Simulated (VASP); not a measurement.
# GaSb3 (Fm-3m) in VASP: a series of runs, part 2 of 2

VASP 6.6.1. Earlier steps stand in the parts before.

## 3. Single point, PBE

This run uses another cell than the first one, of 25.67 Å³/atom, 1.059 times its volume.

The input, INCAR:

```
PREC = Accurate ; ENCUT = 520
EDIFF = 1E-7 ; ISMEAR = -1
SIGMA = 0.05 ; LREAL = F
LASPH = T ; NELM = 100
ALGO = Normal ; ISIF = 2
LWAVE = F ; LCHARG = F
GGA = PE ; NBANDS = 22
```

The input, KPOINTS:

```
Automatic mesh
0
Gamma
  6 6 6
```

The input, POSCAR:

```
GaSb3
1.0
    0.0000000000      3.7167884157      3.7167884157
    3.7167884157      0.0000000000      3.7167884157
    3.7167884157      3.7167884157      0.0000000000
Sb Ga
3 1
Direct
    0.5000000000      0.5000000000      0.5000000000
    0.7500000000      0.7500000000      0.7500000000
    0.2500000000      0.2500000000      0.2500000000
    0.0000000000      0.0000000000      0.0000000000
```

Potentials or basis: VASP PAW PBE potentials, release 64 (Sb, Ga_d).

Command:

```console
$ cat potpaw_PBE.64/Sb/POTCAR potpaw_PBE.64/Ga_d/POTCAR > POTCAR
$ mpirun -np 1 vasp_std > vasp.out
```

OUTCAR:

```text
PREC = Accurate
   ENCUT = 520
   EDIFF = 1E-7
   ISMEAR = -1
   LREAL = F
   LASPH = T
   NELM = 100
   ISIF = 2
   GGA = PE

 ion  position               nearest neighbor table
   1  0.500  0.500  0.500-   3 3.22   3 3.22   3 3.22   2 3.22   3 3.22   2 3.22   2 3.22   2 3.22

   2  0.750  0.750  0.750-   1 3.22   1 3.22   1 3.22   1 3.22   4 3.22   4 3.22   4 3.22   4 3.22
                             3 3.72   3 3.72   3 3.72   3 3.72   3 3.72   3 3.72
   3  0.250  0.250  0.250-   4 3.22   4 3.22   4 3.22   1 3.22   4 3.22   1 3.22   1 3.22   1 3.22
                             2 3.72   2 3.72   2 3.72   2 3.72   2 3.72   2 3.72
   4  0.000  0.000  0.000-   2 3.22   2 3.22   2 3.22   2 3.22   3 3.22   3 3.22   3 3.22   3 3.22

  LATTYP: Found a face centered cubic cell.
 ALAT       =     7.4335768314

  Lattice vectors:

 A1 = (   0.0000000000,   3.7167884157,   3.7167884157)
 A2 = (   3.7167884157,   0.0000000000,   3.7167884157)
 A3 = (   3.7167884157,   3.7167884157,   0.0000000000)

Analysis of symmetry for initial positions (statically):
=====================================================================
 Subroutine PRICEL returns:
 Original cell was already a primitive cell.

 Routine SETGRP: Setting up the symmetry group for a
 face centered cubic supercell.

 Subroutine GETGRP returns: Found 48 space group operations
 (whereof 48 operations were pure point group operations)
 out of a pool of 48 trial point group operations.

The static configuration has the point symmetry O_h .

Analysis of symmetry for dynamics (positions and initial velocities):
=====================================================================
 Subroutine PRICEL returns:
 Original cell was already a primitive cell.

 Routine SETGRP: Setting up the symmetry group for a
 face centered cubic supercell.

 Subroutine GETGRP returns: Found 48 space group operations
 (whereof 48 operations were pure point group operations)
 out of a pool of 48 trial point group operations.

[... 112 lines left out ...]
   IALGO  =     38    algorithm
   IMIX   =      4    mixing-type and parameters
     AMIX     =   0.40;   BMIX     =  1.00
     AMIX_MAG =   1.60;   BMIX_MAG =  1.00
  volume/ion in A,a.u.               =      25.67       173.25
  Fermi-wavevector in a.u.,A,eV,Ry     =   1.061573  2.006081 15.332898  1.126936
  Thomas-Fermi vector in A             =   2.196993
   LORBIT       =      0    0 simple, 1 ext, 2 COOP (PROOUT), +10 PAW based schemes
   GGA     = PE    functional components
   LHFCALC =     F    Hartree Fock is set to
   AEXX    =    0.0000 exact exchange contribution
   IVDW    =     0    specifies the selected vdW correction
   LEPSILON=     F    determine dielectric tensor
   LRPA    =     F    only Hartree local field effects (RPA)
 non-spin polarized calculation
  energy-cutoff  :      520.00
  volume of cell :      102.69
 maximum number of plane-waves:      2788
   NGX = 19   NGY = 19   NGZ = 19

 number of electron      28.0000015 magnetization

 Free energy of the ion-electron system (eV)
  ---------------------------------------------------
  ext. energy  EPLUGINS =         0.00000000
  ---------------------------------------------------
  free energy    TOTEN  =       -14.45696830 eV

  energy without entropy =      -14.42082519  energy(sigma->0) =      -14.43889675

 E-fermi :   7.7309     XC(G=0): -10.2385

 val. band max:        7.6722818869   @ k =   0.5000   0.3333   0.0000
 cond. band min:       7.7401396912   @ k =   0.5000   0.1667   0.0000
 fundamental gap:      0.0678578043
 Fermi energy:         7.7309452804

 k-point     1 :       0.0000    0.0000    0.0000
  band No.  band energies     occupation
      1      -7.2925      2.00000
      2      -7.2925      2.00000
      3      -7.2925      2.00000
      4      -7.2798      2.00000
      5      -7.2798      2.00000
      6      -4.9192      2.00000
[... 389 lines left out ...]
     21      11.9316      0.00000
     22      14.7256      0.00000

------------------------ aborting loop because EDIFF is reached ----------------------------------------

  FORCE on cell =-STRESS in cart. coord.  units (eV):
  Direction    XX          YY          ZZ          XY          YZ          ZX
  --------------------------------------------------------------------------------------
  -------------------------------------------------------------------------------------
  Total       -0.0508355     -0.0508355     -0.0508355      0.0000000     -0.0000000      0.0000000
  in kB       -0.7931296     -0.7931296     -0.7931296      0.0000000     -0.0000000      0.0000000
  external PRESSURE =      -0.7931296 kB  Pullay stress =       0.0000000 kB

 VOLUME and BASIS-vectors are now :
 -----------------------------------------------------------------------------
  energy-cutoff  :      520.00
  volume of cell :      102.69
      direct lattice vectors                 reciprocal lattice vectors
     0.000000000  3.716788416  3.716788416    -0.134524741  0.134524741  0.134524741
     3.716788416  0.000000000  3.716788416     0.134524741 -0.134524741  0.134524741
     3.716788416  3.716788416  0.000000000     0.134524741  0.134524741 -0.134524741

 POSITION                                       TOTAL-FORCE (eV/Angst)
 -----------------------------------------------------------------------------------
      3.71679      3.71679      3.71679         0.000000     -0.000000      0.000000
      5.57518      5.57518      5.57518        -0.000000     -0.000000      0.000000
      1.85839      1.85839      1.85839         0.000000      0.000000     -0.000000
      0.00000      0.00000      0.00000         0.000000     -0.000000      0.000000
 -----------------------------------------------------------------------------------
    total drift:                               -0.000000      0.000000      0.000000

  FREE ENERGIE OF THE ION-ELECTRON SYSTEM (eV)
  ---------------------------------------------------
  free  energy   TOTEN  =       -14.4569683001 eV

  energy  without entropy=      -14.4208251925  energy(sigma->0) =      -14.43889675
```

OSZICAR:

```text
N       E                     dE             d eps       ncg     rms          rms(c)
DAV:   1     0.159421951944E+03    0.15942E+03   -0.11642E+04   724   0.136E+03
DAV:   2     0.914547193576E+00   -0.15851E+03   -0.15239E+03   780   0.322E+02
DAV:   3    -0.140220053425E+02   -0.14937E+02   -0.14418E+02   850   0.817E+01
DAV:   4    -0.144745394522E+02   -0.45253E+00   -0.45128E+00   816   0.144E+01
DAV:   5    -0.144856020925E+02   -0.11063E-01   -0.11062E-01   862   0.235E+00    0.323E+00
DAV:   6    -0.144631235352E+02    0.22479E-01   -0.40445E-02   932   0.192E+00    0.179E+00
DAV:   7    -0.144571299783E+02    0.59936E-02   -0.21492E-02   852   0.944E-01    0.191E-01
DAV:   8    -0.144569236515E+02    0.20633E-03   -0.17093E-03   840   0.385E-01    0.813E-02
DAV:   9    -0.144569686017E+02   -0.44950E-04   -0.19590E-04   856   0.884E-02    0.243E-02
DAV:  10    -0.144569685662E+02    0.35504E-07   -0.11662E-05   844   0.356E-02    0.576E-03
DAV:  11    -0.144569690621E+02   -0.49592E-06   -0.13603E-06   940   0.768E-03    0.326E-03
DAV:  12    -0.144569683596E+02    0.70247E-06   -0.88283E-08   508   0.316E-03    0.321E-04
DAV:  13    -0.144569683001E+02    0.59571E-07   -0.14109E-08   436   0.116E-03
   1 F= -.14456968E+02 E0= -.14438897E+02  d E =-.361431E-01
```

stdout:

```text
POSCAR found type information on POSCAR SbGa
 POSCAR found :  2 types and       4 ions
 scaLAPACK will be used
 LDA part: xc-table for (Slater+PW92), standard interpolation
 POSCAR, INCAR and KPOINTS ok, starting setup
 FFT: planning ... GRIDC
 FFT: planning ... GRID_SOFT
 FFT: planning ... GRID
 WAVECAR not read
 entering main loop
```

It took 31 s on 1 thread of Intel Xeon 6975P-C (Granite Rapids), shared host; peak memory 0.24 GiB.

What came out:

```yaml
Free_energy: -14.4570 eV
Pressure: -0.1 GPa
Band_gap_on_the_k_mesh: zero (band 14 reaches 8.88 eV, above the bottom of band 15 at 5.18 eV)
```

Caveat: spin-orbit coupling is left out, which moves the levels of the heavy elements.

## 4. Single point, RPBE

This run uses another cell than the first one, of 26.40 Å³/atom, 1.089 times its volume.

The input, INCAR:

```
ALGO = Normal
EDIFF = 1E-7
ENCUT = 520
GGA = RP
ISIF = 2
ISMEAR = -1
LASPH = T
LCHARG = T
LELF = T
LREAL = F
LVHAR = T
LWAVE = F
NBANDS = 22
NELM = 80
PREC = Accurate
SIGMA = 0.05
```

The input, KPOINTS:

```
k-points
0
Gamma
  6 6 6
```

The input, POSCAR:

```
GaSb3
1.0
    0.0000000000      3.7513463351      3.7513463351
    3.7513463351      0.0000000000      3.7513463351
    3.7513463351      3.7513463351      0.0000000000
Sb Ga
3 1
Direct
    0.5000000000      0.5000000000      0.5000000000
    0.7500000000      0.7500000000      0.7500000000
    0.2500000000      0.2500000000      0.2500000000
    0.0000000000      0.0000000000      0.0000000000
```

Command:

```console
$ cat potpaw_PBE.64/Sb/POTCAR potpaw_PBE.64/Ga_d/POTCAR > POTCAR
$ mpirun -np 1 vasp_std > vasp.out
```

Wall time 34 s (1 thread of Intel Xeon 6975P-C (Granite Rapids), shared host); peak memory 0.25 GiB.

It converged, with:

- Free energy: -12.9712 eV
- Pressure: -0.1 GPa
- Band gap on the k mesh: zero (band 14 reaches 8.62 eV, above the bottom of band 15 at 5.03 eV)

Levels at points of the mesh, in eV from the Fermi level:
```tsv
k point	band 12	band 13	band 14	band 15	band 16	band 17
(0.00, 0.00, 0.00)	-2.63	-2.47	-2.47	-2.47	-0.79	-0.79
(0.50, 0.00, 0.00)	-2.67	-2.67	-0.52	-0.18	1.92	1.92
(0.50, 0.50, 0.00)	0.45	0.78	0.92	0.92	1.74	1.74
```

Caveat: the PAW data sets were made with another functional, which shifts forces and pressure a little; spin-orbit coupling is left out, which moves the levels of the heavy elements.

## 5. Overview

| level | cell | gap on the mesh (eV) | pressure (GPa) |
| --- | --- | --- | --- |
| PBEsol | a = 5.156 Å, angles 60.0°, 4 atoms | none | 0.0 |
| PBE | a = 5.256 Å, angles 60.0°, 4 atoms | none | -0.1 |
| RPBE | a = 5.305 Å, angles 60.0°, 4 atoms | none | -0.1 |

Alike in all rows: task single point; potentials or basis VASP PAW PBE potentials, release 64 (Sb, Ga_d); no spin polarisation; k mesh 6 × 6 × 6; cutoff (eV) 520; smearing fermi-dirac 0.05 eV.

Caveats: spin-orbit coupling is left out, which moves the levels of the heavy elements; the PAW data sets were made with another functional, which shifts forces and pressure a little (some runs).

Absolute energies hang on the potentials; compare differences alone.
